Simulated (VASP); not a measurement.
# Mg (R-3m) in VASP: single point with PBEsol

Aim: the single point of Mg with PBEsol.

Everything below comes from runs of VASP 6.6.1. Logs are shortened: lines on timing, memory, paths and dates and some standing lists are left out, and cuts for length are marked.

## (1) The cell of the first run

It takes space group R-3m (No. 166, trigonal). The conventional cell has a = 3.184 Å, b = 3.184 Å, c = 23.125 Å, α = 90.00°, β = 90.00°, γ = 120.00°. Mg (site symmetry -3m) has 12 Mg at 3.16 to 3.18 Å within 4.2 Å. Within 4.1 Å of Mg (site symmetry 3m) lie 12 Mg at 3.15 to 3.18 Å.

## (2) Single point, PBEsol

INCAR

```
PREC = Accurate ; ENCUT = 520
EDIFF = 1E-6 ; ISMEAR = 0
SIGMA = 0.1 ; LREAL = False
LASPH = True ; NELM = 60
ALGO = Normal ; ISIF = 2
LWAVE = False ; LCHARG = False
GGA = PS ; NBANDS = 10
```

KPOINTS

```
Automatic mesh
0
Gamma
  15 15 15
```

POSCAR

```
Mg
1.0
    1.5918511685      0.9190557007      7.7081898776
   -1.5918511685      0.9190557007      7.7081898776
    0.0000000000     -1.8381114013      7.7081898776
Mg
3
Direct
    0.0000000000      0.0000000000      0.0000000000
    0.2220447858      0.2220447858      0.2220447858
    0.7779552142      0.7779552142      0.7779552142
```

Potentials or basis: VASP PAW PBE potentials, release 64 (Mg).

Started as:

```bash
> cat potpaw_PBE.64/Mg/POTCAR > POTCAR
> mpirun -np 1 vasp_std > vasp.out
```

OUTCAR:

```text
PREC = Accurate
   ENCUT = 520
   EDIFF = 1E-6
   ISMEAR = 0
   LREAL = False
   LASPH = True
   NELM = 60
   ISIF = 2
   GGA = PS

 ion  position               nearest neighbor table
   1  0.000  0.000  0.000-   3 3.16   3 3.16   2 3.16   2 3.16   3 3.16   2 3.16
   2  0.222  0.222  0.222-   3 3.15   3 3.15   3 3.15   1 3.16   1 3.16   1 3.16
   3  0.778  0.778  0.778-   2 3.15   2 3.15   2 3.15   1 3.16   1 3.16   1 3.16

  LATTYP: Found a trigonal (rhomboedric) cell.
 ALAT       =     7.9243198265
 COS(alpha) =     0.9192930517

  Lattice vectors:

 A1 = (   1.5918511685,   0.9190557007,   7.7081898776)
 A2 = (  -1.5918511685,   0.9190557007,   7.7081898776)
 A3 = (   0.0000000000,  -1.8381114013,   7.7081898776)

Analysis of symmetry for initial positions (statically):
=====================================================================
 Subroutine PRICEL returns:
 Original cell was already a primitive cell.

 Routine SETGRP: Setting up the symmetry group for a
 trigonal (rhombohedral) supercell.

 Subroutine GETGRP returns: Found 12 space group operations
 (whereof 12 operations were pure point group operations)
 out of a pool of 12 trial point group operations.

The static configuration has the point symmetry D_3d.

Analysis of symmetry for dynamics (positions and initial velocities):
=====================================================================
 Subroutine PRICEL returns:
 Original cell was already a primitive cell.

 Routine SETGRP: Setting up the symmetry group for a
 trigonal (rhombohedral) supercell.

 Subroutine GETGRP returns: Found 12 space group operations
 (whereof 12 operations were pure point group operations)
 out of a pool of 12 trial point group operations.

The dynamic configuration has the point symmetry D_3d.

 Subroutine INISYM returns: Found 12 space group operations
 (whereof 12 operations are pure point group operations),
 and found     1 'primitive' translations

----------------------------------------------------------------------------------------

                                     Primitive cell

  volume of cell :      67.6625

  direct lattice vectors                    reciprocal lattice vectors
     1.591851169  0.919055701  7.708189878     0.314099716  0.181345556  0.043244048
    -1.591851169  0.919055701  7.708189878    -0.314099716  0.181345556  0.043244048
     0.000000000 -1.838111401  7.708189878     0.000000000 -0.362691111  0.043244048

  length of vectors
     7.924319827  7.924319827  7.924319827     0.365260030  0.365260030  0.365260030

  position of ions in fractional coordinates (direct lattice)
     0.000000000  0.000000000  0.000000000
     0.222044786  0.222044786  0.222044786
     0.777955214  0.777955214  0.777955214

  ion indices of the primitive-cell ions
   primitive index   ion index
                 1           1
                 2           2
                 3           3

----------------------------------------------------------------------------------------

 KPOINTS: Automatic mesh

Automatic generation of k-mesh.
 Grid dimensions read from file:
 generate k-points for:   15   15   15

 Generating k-lattice:

  Cartesian coordinates                     Fractional coordinates (reciprocal lattice)
     0.020939981  0.012089704  0.002882937     0.066666667  0.000000000  0.000000000
    -0.020939981  0.012089704  0.002882937     0.000000000  0.066666667  0.000000000
     0.000000000 -0.024179407  0.002882937     0.000000000  0.000000000  0.066666667

  Length of vectors
     0.024350669  0.024350669  0.024350669

  Shift w.r.t. Gamma in fractional coordinates (k-lattice)
     0.000000000  0.000000000  0.000000000

 Subroutine IBZKPT returns following result:
 ===========================================

 Found    344 irreducible k-points:

 Following reciprocal coordinates:
            Coordinates               Weight
  0.000000  0.000000  0.000000      1.000000
  0.066667  0.000000 -0.000000      6.000000
  0.133333 -0.000000 -0.000000      6.000000
  0.200000  0.000000 -0.000000      6.000000
  0.266667 -0.000000 -0.000000      6.000000
  0.333333 -0.000000  0.000000      6.000000
[... 16 lines left out ...]
  0.133333  0.133333 -0.000000      6.000000
  0.200000  0.133333  0.000000     12.000000
 [... further k-points ...]
   k-points           NKPTS =    344   k-points in BZ     NKDIM =    344   number of bands    NBANDS=     10
   number of dos      NEDOS =    301   number of ions     NIONS =      3
   total plane-waves  NPLWV = 216000
   dimension x,y,z NGX =    60 NGY =   60 NGZ =   60
   dimension x,y,z NGXF=   120 NGYF=  120 NGZF=  120
   ions per type =               3
   NGX,Y,Z   is equivalent  to a cutoff of  12.59, 12.59, 12.59 a.u.
   NGXF,Y,Z  is equivalent  to a cutoff of  25.18, 25.18, 25.18 a.u.
 SYSTEM =  unknown system
   PREC   = accura    normal or accurate (medium, high low for compatibility)
   ISTART =      0    job   : 0-new  1-cont  2-samecut
   ICHARG =      2    charge: 1-file 2-atom 10-const
   ISPIN  =      1    spin polarized calculation?
   LNONCOLLINEAR =      F non collinear calculations
   LSORBIT =      F    spin-orbit coupling
   LASPH  =      T    aspherical Exc in radial PAW
   ENCUT  =  520.0 eV  38.22 Ry    6.18 a.u.  14.73 14.73 14.73*2*pi/ulx,y,z
   NELM   =     60;   NELMIN=  2; NELMDL= -5     # of ELM steps
   EDIFF  = 0.1E-05   stopping-criterion for ELM
   LREAL  =      F    real-space projection
   EDIFFG = 0.1E-04   stopping-criterion for IOM
   NSW    =      0    number of steps for IOM
   IBRION =     -1    ionic relax: 0-MD 1-quasi-New 2-CG
   NFREE  =      0    steps in history (QN), initial steepest desc. (CG)
   ISIF   =      2    stress and relaxation
   ISYM   =      2    0-nonsym 1-usesym 2-fastsym
   POTIM  = 0.5000    time-step for ionic-motion
   TEBEG  =    0.0;   TEEND  =   0.0 temperature during run
   PSTRESS=    0.0 pullay stress
   NELECT =       6.0000    total number of electrons
   NUPDOWN=      -1.0000    fix difference up-down
   EMIN   =  10.00;   EMAX   =-10.00  energy-range for DOS
   EFERMI =   0.00;   METHOD = LEGACY
   ISMEAR =     0;   SIGMA  =   0.10  broadening in eV -4-tet -1-fermi 0-gaus
   EFERMI_NEDOS =   21; number of points for ismear=-14 and -15
   IALGO  =     38    algorithm
   IMIX   =      4    mixing-type and parameters
     AMIX     =   0.40;   BMIX     =  1.00
     AMIX_MAG =   1.60;   BMIX_MAG =  1.00
  volume/ion in A,a.u.               =      22.55       152.20
  Fermi-wavevector in a.u.,A,eV,Ry     =   0.730033  1.379563  7.251204  0.532948
  Thomas-Fermi vector in A             =   1.821903
   LORBIT       =      0    0 simple, 1 ext, 2 COOP (PROOUT), +10 PAW based schemes
   GGA     = PS    functional components
   LHFCALC =     F    Hartree Fock is set to
   AEXX    =    0.0000 exact exchange contribution
   IVDW    =     0    specifies the selected vdW correction
   LEPSILON=     F    determine dielectric tensor
   LRPA    =     F    only Hartree local field effects (RPA)
 non-spin polarized calculation
 Gauss-broadening in eV      SIGMA  =   0.10
  energy-cutoff  :      520.00
  volume of cell :       67.66
 maximum number of plane-waves:      1839
   NGX = 29   NGY = 29   NGZ = 29

 number of electron       6.0000000 magnetization

 Free energy of the ion-electron system (eV)
  ---------------------------------------------------
  ext. energy  EPLUGINS =         0.00000000
  ---------------------------------------------------
  free energy    TOTEN  =        -5.16647084 eV

  energy without entropy =       -5.16059567  energy(sigma->0) =       -5.16353325

 E-fermi :   2.6720     XC(G=0):  -8.5895

 val. band max:        2.6634725263   @ k =  -0.3333   0.1333   0.1333
 cond. band min:       2.6720753561   @ k =  -0.4000  -0.4000   0.1333
 fundamental gap:      0.0086028298
 Fermi energy:         2.6720158170

 k-point     1 :       0.0000    0.0000    0.0000
  band No.  band energies     occupation
      1      -4.3216      2.00000
      2      -1.8203      2.00000
      3      -1.8100      2.00000
      4       5.4065      0.00000
      5       5.4089      0.00000
      6      13.8554      0.00000
      7      13.8555      0.00000
      8      14.0003      0.00000
      9      14.0015      0.00000
     10      14.2397      0.00000

 k-point     2 :       0.0667    0.0000   -0.0000
  band No.  band energies     occupation
      1      -4.2321      2.00000
      2      -1.8380      2.00000
      3      -1.6183      2.00000
      4       5.2787      0.00000
      5       5.6917      0.00000
      6      12.1095      0.00000
      7      12.8617      0.00000
      8      12.9471      0.00000
      9      13.5326      0.00000
     10      13.7359      0.00000

 k-point     3 :       0.1333   -0.0000   -0.0000
  band No.  band energies     occupation
      1      -3.9643      2.00000
      2      -1.6867      2.00000
      3      -1.2489      2.00000
      4       5.3018      0.00000
      5       6.1243      0.00000
      6      10.0490      0.00000
      7      10.9455      0.00000
      8      12.1050      0.00000
      9      12.6264      0.00000
     10      12.6284      0.00000

 k-point     4 :       0.2000    0.0000   -0.0000
  band No.  band energies     occupation
      1      -3.5196      2.00000
      2      -1.3622      2.00000
      3      -0.7091      2.00000
      4       5.4535      0.00000
      5       6.6699      0.00000
      6       8.1125      0.00000
      7       9.1097      0.00000
      8      11.0880      0.00000
      9      11.4085      0.00000
     10      11.8392      0.00000

 k-point     5 :       0.2667   -0.0000   -0.0000
  band No.  band energies     occupation
      1      -2.9005      2.00000
      2      -0.8668      2.00000
      3      -0.0029      2.00000
      4       5.4821      0.00000
      5       6.4299      0.00000
      6       7.1066      0.00000
      7       7.7930      0.00000
      8       9.3362      0.00000
      9      10.8605      0.00000
     10      11.1959      0.00000

 k-point     6 :       0.3333   -0.0000    0.0000
  band No.  band energies     occupation
      1      -2.1106      2.00000
      2      -0.2045      2.00000
      3       0.8615      2.00000
      4       4.2423      0.00000
      5       5.5430      0.00000
      6       6.6495      0.00000
      7       7.5890      0.00000
      8       8.4164      0.00000
      9      10.4615      0.00000
     10      10.7012      0.00000
[... 183 lines left out ...]
 k-point    21 :      -0.1333    0.0667    0.0000
  band No.  band energies     occupation
      1      -3.7047      2.00000
      2      -1.3243      2.00000
      3      -1.1059      2.00000
      4       5.7190      0.00000
      5       6.1314      0.00000
      6       9.1372      0.00000
      7       9.8665      0.00000
      8      10.3757      0.00000
      9      11.2718      0.00000
     10      12.6361      0.00000

 k-point    22 :      -0.0667    0.0667    0.0000
  band No.  band energies     occupation
      1      -4.0572      2.00000
      2      -1.5630      2.00000
      3      -1.5528      2.00000
      4       5.6348      0.00000
      5       5.6352      0.00000
      6      11.0421      0.00000
      7      11.2806      0.00000
      8      11.6120      0.00000
      9      12.3421      0.00000
     10      14.2093      0.00000

 k-point    23 :       0.1333    0.1333   -0.0000
  band No.  band energies     occupation
      1      -3.9493      2.00000
      2      -1.8916      2.00000
      3      -1.0166      2.00000
      4       4.9079      0.00000
      5       6.5354      0.00000
      6      10.2552      0.00000
      7      10.5987      0.00000
      8      11.9323      0.00000
      9      12.6589      0.00000
     10      13.0136      0.00000

 k-point    24 :       0.2000    0.1333    0.0000
  band No.  band energies     occupation
      1      -3.6748      2.00000
      2      -1.7329      2.00000
      3      -0.6427      2.00000
      4       4.9400      0.00000
      5       6.9360      0.00000
      6       9.3495      0.00000
      7       9.5865      0.00000
      8      10.2314      0.00000
      9      11.6206      0.00000
     10      13.0638      0.00000

 [... further k-points ...]
[... 5 lines left out ...]
  --------------------------------------------------------------------------------------
  -------------------------------------------------------------------------------------
  Total       -0.0264227     -0.0264227     -0.0073839      0.0000000     -0.0000000      0.0000000
  in kB       -0.6256624     -0.6256624     -0.1748441      0.0000000     -0.0000000      0.0000000
  external PRESSURE =      -0.4753897 kB  Pullay stress =       0.0000000 kB

 VOLUME and BASIS-vectors are now :
 -----------------------------------------------------------------------------
  energy-cutoff  :      520.00
  volume of cell :       67.66
      direct lattice vectors                 reciprocal lattice vectors
     1.591851169  0.919055701  7.708189878     0.314099716  0.181345556  0.043244048
    -1.591851169  0.919055701  7.708189878    -0.314099716  0.181345556  0.043244048
     0.000000000 -1.838111401  7.708189878     0.000000000 -0.362691111  0.043244048

 POSITION                                       TOTAL-FORCE (eV/Angst)
 -----------------------------------------------------------------------------------
      0.00000      0.00000      0.00000         0.000000      0.000000      0.000000
      0.00000      0.00000      5.13469         0.000000     -0.000000     -0.000757
      0.00000      0.00000     17.98988         0.000000      0.000000      0.000757
 -----------------------------------------------------------------------------------
    total drift:                                0.000000      0.000000     -0.000000

  FREE ENERGIE OF THE ION-ELECTRON SYSTEM (eV)
  ---------------------------------------------------
  free  energy   TOTEN  =        -5.1664708368 eV

  energy  without entropy=       -5.1605956650  energy(sigma->0) =       -5.16353325
```

Run time: 12 min. Hardware: 1 thread of AMD EPYC 7R13 (Zen 3), shared host; peak memory 0.57 GiB.

Results:

- Free energy: -5.1665 eV
- Pressure: 0.0 GPa
- Band gap on the k mesh: zero (band 3 reaches 3.65 eV, above the bottom of band 4 at 1.60 eV)

Levels at points of the mesh, in eV from the Fermi level:
| k point | band 1 | band 2 | band 3 | band 4 | band 5 | band 6 |
| --- | --- | --- | --- | --- | --- | --- |
| (0.00, 0.00, 0.00) | -6.99 | -4.49 | -4.48 | 2.73 | 2.74 | 11.18 |

Caveat: the PAW data sets were made with another functional, which shifts forces and pressure a little.
